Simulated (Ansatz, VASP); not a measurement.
**One calculation of TaF3, two programs**

```
Ta F
1.0
     4.09129    0.00000    0.00000
     0.00000    4.09129    0.00000
     0.00000    0.00000    4.09129
Ta F
1 3
Direct
  0.00000 0.00000 0.00000
  0.50000 0.00000 0.00000
  0.00000 0.50000 0.00000
  0.00000 0.00000 0.50000
```

Alike in both runs: functional r2SCAN; k mesh 5 × 5 × 5; no spin polarisation.

Ansatz relaxed the structure, and its values are those at the end. VASP's run is a single point on that final structure, the one shown.

|  | VASP | Ansatz |
| --- | --- | --- |
| version | VASP 6.6.1 | Ansatz 0.2.0 |
| potentials or method | VASP PAW PBE potentials, release 64 (Ta_pv, F), cutoff 520 eV | PAW plane waves |
| occupations | fermi-dirac, width 0.1 eV | fermi-dirac |
| valence electrons in the cell | 32 | 34 |

```csv
,VASP,Ansatz,Ansatz less VASP
gap on the k mesh at the Fermi level (eV),none,none,-
pressure (GPa),0.3,0.0,-0.34
```

VASP's potentials were made for PBE, not for r2SCAN. A gap of «none» marks a metal or a gap that the smearing closes. VASP's potentials hold 32 valence electrons a cell and Ansatz's 34, so a difference there can come from the potentials and not from the codes.

Spin-orbit coupling is off throughout.
